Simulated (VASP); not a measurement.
# Cu in VASP: a series of runs, part 2 of 2

VASP 6.6.1.

## 4. Electric field gradients, PBEsol (zz strain of +1 %)

Input file INCAR:

```
PREC = Accurate
ENCUT = 520
EDIFF = 1E-8
ISMEAR = -1
SIGMA = 0.08
LREAL = False
LASPH = True
NELM = 80
ALGO = Normal
ISIF = 2
LWAVE = False
LCHARG = False
GGA = PS
LEFG = True
NBANDS = 12
```

Input file KPOINTS:

```
Automatic mesh
0
Gamma
  19 19 19
```

Input file POSCAR:

```
Cu
1.0
    0.0000000000      1.8075000000      1.8255750000
    1.8075000000      0.0000000000      1.8255750000
    1.8075000000      1.8075000000      0.0000000000
Cu
1
Direct
    0.0000000000      0.0000000000      0.0000000000
```

Potentials or basis: VASP PAW PBE potentials, release 64 (Cu).

Started as:

```console
cat potpaw_PBE.64/Cu/POTCAR > POTCAR
mpirun -np 1 vasp_std > vasp.out
```

OUTCAR:

```text
PREC = Accurate
   ENCUT = 520
   EDIFF = 1E-8
   ISMEAR = -1
   LREAL = False
   LASPH = True
   NELM = 80
   ISIF = 2
   GGA = PS

 ion  position               nearest neighbor table
   1  0.000  0.000  0.000-

  LATTYP: Found a body centered tetragonal cell.
 ALAT       =     2.5561910140
 C/A-ratio  =     1.4283556980

  Lattice vectors:

 A1 = (  -1.8075000000,   0.0000000000,   1.8255750000)
 A2 = (   1.8075000000,   0.0000000000,   1.8255750000)
 A3 = (   0.0000000000,   1.8075000000,  -1.8255750000)

Analysis of symmetry for initial positions (statically):
=====================================================================
 Subroutine PRICEL returns:
 Original cell was already a primitive cell.

 Routine SETGRP: Setting up the symmetry group for a
 body centered tetragonal supercell.

 Subroutine GETGRP returns: Found 16 space group operations
 (whereof 16 operations were pure point group operations)
 out of a pool of 16 trial point group operations.

The static configuration has the point symmetry D_4h.

Analysis of symmetry for dynamics (positions and initial velocities):
=====================================================================
 Subroutine PRICEL returns:
 Original cell was already a primitive cell.

 Routine SETGRP: Setting up the symmetry group for a
 body centered tetragonal supercell.

 Subroutine GETGRP returns: Found 16 space group operations
 (whereof 16 operations were pure point group operations)
 out of a pool of 16 trial point group operations.

The dynamic configuration has the point symmetry D_4h.

 Subroutine INISYM returns: Found 16 space group operations
 (whereof 16 operations are pure point group operations),
[... 153 lines left out ...]
      4       4.2928      2.00000
      5       5.0710      2.00000
      6       5.1190      2.00000
      7      29.7828      0.00000
      8      32.2962      0.00000
      9      32.3292      0.00000
     10      32.3292      0.00000
     11      34.7793      0.00000
     12      34.7855      0.00000
[... 331 lines left out ...]
 k-point    24 :      -0.2632    0.0526    0.0000
  band No.  band energies     occupation
      1       0.6300      2.00000
      2       4.0103      2.00000
      3       4.3807      2.00000
      4       4.4615      2.00000
      5       5.1523      2.00000
      6       5.3868      2.00000
      7      18.1990      0.00000
      8      26.8561      0.00000
      9      30.3828      0.00000
     10      31.4163      0.00000
     11      33.7590      0.00000
     12      34.9842      0.00000

 [... further k-points ...]
[... 5 lines left out ...]
  --------------------------------------------------------------------------------------
  -------------------------------------------------------------------------------------
  Total       -0.5217752     -0.5217752     -0.5547660      0.0000000      0.0000000      0.0000000
  in kB      -70.0822004    -70.0822004    -74.5133634      0.0000000      0.0000000      0.0000000
  external PRESSURE =     -71.5592547 kB  Pullay stress =       0.0000000 kB

 VOLUME and BASIS-vectors are now :
 -----------------------------------------------------------------------------
  energy-cutoff  :      520.00
  volume of cell :       11.93
      direct lattice vectors                 reciprocal lattice vectors
     0.000000000  1.807500000  1.825575000    -0.276625173  0.276625173  0.273886310
     1.807500000  0.000000000  1.825575000     0.276625173 -0.276625173  0.273886310
     1.807500000  1.807500000  0.000000000     0.276625173  0.276625173 -0.273886310

 POSITION                                       TOTAL-FORCE (eV/Angst)
 -----------------------------------------------------------------------------------
      0.00000      0.00000      0.00000         0.000000      0.000000      0.000000
 -----------------------------------------------------------------------------------
    total drift:                                0.000000      0.000000      0.000000

  FREE ENERGIE OF THE ION-ELECTRON SYSTEM (eV)
  ---------------------------------------------------
  free  energy   TOTEN  =        -4.2975824358 eV

  energy  without entropy=       -4.2902206809  energy(sigma->0) =       -4.29390156

 Electric field gradients (V/A^2)
---------------------------------------------------------------------
 ion       V_xx      V_yy      V_zz      V_xy      V_xz      V_yz
---------------------------------------------------------------------
   1      -0.017    -0.017     0.034     0.003     0.002     0.002
---------------------------------------------------------------------

 Electric field gradients after diagonalization (V/A^2)
 (convention: |V_zz| > |V_xx| > |V_yy|)
----------------------------------------------------------------------
 ion       V_xx      V_yy      V_zz     asymmetry (V_yy - V_xx)/ V_zz
----------------------------------------------------------------------
   1      -0.021    -0.014     0.034       0.194
----------------------------------------------------------------------

           NMR quadrupolar parameters

 Cq : quadrupolar parameter    Cq=e*Q*V_zz/h
 eta: asymmetry parameters     (V_yy - V_xx)/ V_zz
 Q  : nuclear electric quadrupole moment in mb (millibarn)
----------------------------------------------------------------------
 ion       Cq(MHz)       eta       Q (mb)
----------------------------------------------------------------------
   1       0.000       0.194       1.000
----------------------------------------------------------------------
```

It took 30 s on 1 thread of Intel Xeon 6975P-C (Granite Rapids), shared host; peak memory 0.19 GiB.

Results:

- Free energy: -4.2976 eV
- Pressure: -7.2 GPa

Levels at points of the mesh, in eV from the Fermi level:
```csv
k point,band 2,band 3,band 4,band 5,band 6,band 7,band 8,band 9,band 10,band 11
"(0.00, 0.00, 0.00)",-3.06,-3.01,-3.01,-2.24,-2.19,22.48,24.99,25.02,25.02,27.47
```

Caveat: the cell differs from its parent crystal (zz strain of +1 %); without QUAD_EFG the Cq values of the log hold for a quadrupole moment of 1 mb, not for the nuclei; the PAW data sets were made with another functional, which shifts forces and pressure a little.

## 5. Electric field gradients, PBEsol (equal xy, yz and zx shear strains of -3 %)

Input file INCAR:

```
PREC = Accurate ; ENCUT = 520
EDIFF = 1E-8 ; ISMEAR = -1
SIGMA = 0.08 ; LREAL = F
LASPH = T ; NELM = 80
ALGO = Normal ; ISIF = 2
LWAVE = F ; LCHARG = F
GGA = PS ; LEFG = T
NBANDS = 12
```

Input file KPOINTS:

```
regular mesh
0
Gamma
  19 19 19
```

Input file POSCAR:

```
Cu
1.0
   -0.0542250000      1.7803875000      1.7803875000
    1.7803875000     -0.0542250000      1.7803875000
    1.7803875000      1.7803875000     -0.0542250000
Cu
1
Direct
    0.0000000000      0.0000000000      0.0000000000
```

Potentials or basis: VASP PAW PBE potentials, release 64 (Cu).

Started as:

```console
cat potpaw_PBE.64/Cu/POTCAR > POTCAR
mpirun -np 1 vasp_std > vasp.out
```

OUTCAR:

```text
PREC = Accurate
   ENCUT = 520
   EDIFF = 1E-8
   ISMEAR = -1
   LREAL = F
   LASPH = T
   NELM = 80
   ISIF = 2
   GGA = PS

 ion  position               nearest neighbor table
   1  0.000  0.000  0.000-

  LATTYP: Found a trigonal (rhomboedric) cell.
 ALAT       =     2.5184319826
 COS(alpha) =     0.4693254694

  Lattice vectors:

 A1 = (  -0.0542250000,   1.7803875000,   1.7803875000)
 A2 = (   1.7803875000,  -0.0542250000,   1.7803875000)
 A3 = (   1.7803875000,   1.7803875000,  -0.0542250000)

Analysis of symmetry for initial positions (statically):
=====================================================================
 Subroutine PRICEL returns:
 Original cell was already a primitive cell.

 Routine SETGRP: Setting up the symmetry group for a
 trigonal (rhombohedral) supercell.

 Subroutine GETGRP returns: Found 12 space group operations
 (whereof 12 operations were pure point group operations)
 out of a pool of 12 trial point group operations.

The static configuration has the point symmetry D_3d.

Analysis of symmetry for dynamics (positions and initial velocities):
=====================================================================
 Subroutine PRICEL returns:
 Original cell was already a primitive cell.

 Routine SETGRP: Setting up the symmetry group for a
 trigonal (rhombohedral) supercell.

 Subroutine GETGRP returns: Found 12 space group operations
 (whereof 12 operations were pure point group operations)
 out of a pool of 12 trial point group operations.

The dynamic configuration has the point symmetry D_3d.

 Subroutine INISYM returns: Found 12 space group operations
 (whereof 12 operations are pure point group operations),
 and found     1 'primitive' translations

----------------------------------------------------------------------------------------

                                     Primitive cell

  volume of cell :      11.8024

  direct lattice vectors                    reciprocal lattice vectors
    -0.054225000  1.780387500  1.780387500    -0.268322625  0.276751608  0.276751608
     1.780387500 -0.054225000  1.780387500     0.276751608 -0.268322625  0.276751608
     1.780387500  1.780387500 -0.054225000     0.276751608  0.276751608 -0.268322625

  length of vectors
     2.518431983  2.518431983  2.518431983     0.474531280  0.474531280  0.474531280

  position of ions in fractional coordinates (direct lattice)
     0.000000000  0.000000000  0.000000000

  ion indices of the primitive-cell ions
   primitive index   ion index
                 1           1

----------------------------------------------------------------------------------------

 KPOINTS: regular mesh

Automatic generation of k-mesh.
 Grid dimensions read from file:
 generate k-points for:   19   19   19

 Generating k-lattice:

  Cartesian coordinates                     Fractional coordinates (reciprocal lattice)
[... 65 lines left out ...]
   NFREE  =      0    steps in history (QN), initial steepest desc. (CG)
   ISIF   =      2    stress and relaxation
   ISYM   =      2    0-nonsym 1-usesym 2-fastsym
   POTIM  = 0.5000    time-step for ionic-motion
   TEBEG  =    0.0;   TEEND  =   0.0 temperature during run
   PSTRESS=    0.0 pullay stress
   NELECT =      11.0000    total number of electrons
   NUPDOWN=      -1.0000    fix difference up-down
   EMIN   =  10.00;   EMAX   =-10.00  energy-range for DOS
   EFERMI =   0.00;   METHOD = LEGACY
   ISMEAR =    -1;   SIGMA  =   0.08  broadening in eV -4-tet -1-fermi 0-gaus
   EFERMI_NEDOS =   21; number of points for ismear=-14 and -15
   IALGO  =     38    algorithm
   IMIX   =      4    mixing-type and parameters
     AMIX     =   0.40;   BMIX     =  1.00
     AMIX_MAG =   1.60;   BMIX_MAG =  1.00
  volume/ion in A,a.u.               =      11.80        79.65
  Fermi-wavevector in a.u.,A,eV,Ry     =   1.599126  3.021911 34.792893  2.557206
  Thomas-Fermi vector in A             =   2.696468
   LORBIT       =      0    0 simple, 1 ext, 2 COOP (PROOUT), +10 PAW based schemes
   GGA     = PS    functional components
   LHFCALC =     F    Hartree Fock is set to
   AEXX    =    0.0000 exact exchange contribution
   IVDW    =     0    specifies the selected vdW correction
   LEPSILON=     F    determine dielectric tensor
   LRPA    =     F    only Hartree local field effects (RPA)
 non-spin polarized calculation
  energy-cutoff  :      520.00
  volume of cell :       11.80
 maximum number of plane-waves:       325
   NGX =  9   NGY =  9   NGZ =  9

 number of electron      10.9999991 magnetization

 Free energy of the ion-electron system (eV)
  ---------------------------------------------------
  ext. energy  EPLUGINS =         0.00000000
  ---------------------------------------------------
  free energy    TOTEN  =        -4.29580111 eV

  energy without entropy =       -4.28921003  energy(sigma->0) =       -4.29250557

 E-fermi :   7.4249     XC(G=0): -12.9108

 val. band max:        7.4200400569   @ k =  -0.3158  -0.4211   0.0526
 cond. band min:       7.4383007569   @ k =  -0.4737   0.1053  -0.0000
 fundamental gap:      0.0182607000
 Fermi energy:         7.4249213211

 k-point     1 :       0.0000    0.0000    0.0000
  band No.  band energies     occupation
      1      -1.9849      2.00000
      2       4.2815      2.00000
      3       4.2815      2.00000
      4       4.5353      2.00000
      5       5.2224      2.00000
      6       5.2224      2.00000
      7      29.7643      0.00000
      8      31.8940      0.00000
      9      31.8940      0.00000
     10      34.3913      0.00000
     11      34.4939      0.00000
     12      34.4939      0.00000
[... 331 lines left out ...]
 k-point    24 :      -0.2632    0.0526    0.0000
  band No.  band energies     occupation
      1       0.6271      2.00000
      2       4.0700      2.00000
      3       4.3691      2.00000
      4       4.6627      2.00000
      5       5.2947      2.00000
      6       5.5087      2.00000
      7      18.1182      0.00000
      8      26.9787      0.00000
      9      30.5748      0.00000
     10      32.6897      0.00000
     11      34.1751      0.00000
     12      35.6525      0.00000

 [... further k-points ...]
[... 5 lines left out ...]
  --------------------------------------------------------------------------------------
  -------------------------------------------------------------------------------------
  Total       -0.3974380     -0.3974380     -0.3974380      0.1516257      0.1516257      0.1516257
  in kB      -53.9524527    -53.9524527    -53.9524527     20.5832782     20.5832782     20.5832782
  external PRESSURE =     -53.9524527 kB  Pullay stress =       0.0000000 kB

 VOLUME and BASIS-vectors are now :
 -----------------------------------------------------------------------------
  energy-cutoff  :      520.00
  volume of cell :       11.80
      direct lattice vectors                 reciprocal lattice vectors
    -0.054225000  1.780387500  1.780387500    -0.268322625  0.276751608  0.276751608
     1.780387500 -0.054225000  1.780387500     0.276751608 -0.268322625  0.276751608
     1.780387500  1.780387500 -0.054225000     0.276751608  0.276751608 -0.268322625

 POSITION                                       TOTAL-FORCE (eV/Angst)
 -----------------------------------------------------------------------------------
      0.00000      0.00000      0.00000         0.000000     -0.000000      0.000000
 -----------------------------------------------------------------------------------
    total drift:                               -0.000000     -0.000000     -0.000000

  FREE ENERGIE OF THE ION-ELECTRON SYSTEM (eV)
  ---------------------------------------------------
  free  energy   TOTEN  =        -4.2958011138 eV

  energy  without entropy=       -4.2892100307  energy(sigma->0) =       -4.29250557

 Electric field gradients (V/A^2)
---------------------------------------------------------------------
 ion       V_xx      V_yy      V_zz      V_xy      V_xz      V_yz
---------------------------------------------------------------------
   1      -0.000    -0.000    -0.000    -0.918    -0.918    -0.918
---------------------------------------------------------------------

 Electric field gradients after diagonalization (V/A^2)
 (convention: |V_zz| > |V_xx| > |V_yy|)
----------------------------------------------------------------------
 ion       V_xx      V_yy      V_zz     asymmetry (V_yy - V_xx)/ V_zz
----------------------------------------------------------------------
   1       0.918     0.918    -1.837       0.000
----------------------------------------------------------------------

           NMR quadrupolar parameters

 Cq : quadrupolar parameter    Cq=e*Q*V_zz/h
 eta: asymmetry parameters     (V_yy - V_xx)/ V_zz
 Q  : nuclear electric quadrupole moment in mb (millibarn)
----------------------------------------------------------------------
 ion       Cq(MHz)       eta       Q (mb)
----------------------------------------------------------------------
   1      -0.004       0.000       1.000
----------------------------------------------------------------------
```

OSZICAR:

```text
N       E                     dE             d eps       ncg     rms          rms(c)
DAV:   1     0.420004237179E+02    0.42000E+02   -0.53990E+03 17972   0.154E+03
DAV:   2    -0.401944176458E+01   -0.46020E+02   -0.42523E+02 16592   0.204E+02
DAV:   3    -0.537094047348E+01   -0.13515E+01   -0.13398E+01 18892   0.401E+01
DAV:   4    -0.537921964299E+01   -0.82792E-02   -0.82781E-02 18172   0.278E+00
DAV:   5    -0.537929707073E+01   -0.77428E-04   -0.77427E-04 19116   0.273E-01    0.840E+00
DAV:   6    -0.476810625339E+01    0.61119E+00   -0.17752E+01 19136   0.797E+01    0.442E+00
DAV:   7    -0.430920770478E+01    0.45890E+00   -0.27790E+00 19156   0.315E+01    0.543E-01
DAV:   8    -0.429792919443E+01    0.11279E-01   -0.64394E-03 19440   0.144E+00    0.346E-01
DAV:   9    -0.429579564827E+01    0.21335E-02   -0.12184E-02 19680   0.188E+00    0.257E-02
DAV:  10    -0.429579983991E+01   -0.41916E-05   -0.44131E-05 23484   0.113E-01    0.558E-03
DAV:  11    -0.429580111164E+01   -0.12717E-05   -0.47663E-07 19820   0.967E-03    0.550E-04
DAV:  12    -0.429580108475E+01    0.26897E-07   -0.22228E-08 13232   0.256E-03    0.782E-05
DAV:  13    -0.429580111255E+01   -0.27808E-07   -0.13960E-09 11212   0.531E-04    0.131E-05
DAV:  14    -0.429580111381E+01   -0.12549E-08   -0.22151E-10  9536   0.210E-04
   1 F= -.42958011E+01 E0= -.42925056E+01  d E =-.659108E-02
```

It took 1.8 min on 1 thread of AMD EPYC 7R43 (Zen 3), shared host; peak memory 0.16 GiB.

What came out:

| Item | Value |
| --- | --- |
| Free energy | -4.2958 eV |
| Pressure | -5.4 GPa |

Levels at points of the mesh, in eV from the Fermi level:
```
           k point  band 3  band 4  band 5  band 6  band 7  band 8  band 9  band 10
(0.00, 0.00, 0.00)   -3.14   -2.89   -2.20   -2.20   22.34   24.47   24.47    26.97
```

Electric field gradients, principal values (V/Å²):
| atom | least | middle | greatest (by size) |
| --- | --- | --- | --- |
| 1 Cu | 0.918 | 0.918 | -1.837 |

Caveat: the cell differs from its parent crystal (equal xy, yz and zx shear strains of -3 %); without QUAD_EFG the Cq values of the log hold for a quadrupole moment of 1 mb, not for the nuclei; the PAW data sets were made with another functional, which shifts forces and pressure a little.

## 6. Overview

| cell | gap on the mesh (eV) | pressure (GPa) |
| --- | --- | --- |
| a = 2.518, b = 2.518, c = 2.480 Å, angles 60.5, 60.5, 59.0°, 1 atom | none | 3.8 |
| a = 2.531, b = 2.531, c = 2.556 Å, angles 59.7, 59.7, 60.7°, 1 atom | none | -3.0 |
| a = 2.569, b = 2.569, c = 2.556 Å, angles 60.2, 60.2, 59.7°, 1 atom | none | -7.2 |
| a = 2.518 Å, angles 62.0°, 1 atom | none | -5.4 |

Alike in all rows: task electric field gradients; level PBEsol; potentials or basis VASP PAW PBE potentials, release 64 (Cu); no spin polarisation; k mesh 19 × 19 × 19; cutoff (eV) 520; smearing fermi-dirac 0.08 eV.

Caveats: the PAW data sets were made with another functional, which shifts forces and pressure a little.

Total energies depend on the potentials used, so only differences within one code and one set of settings carry meaning.
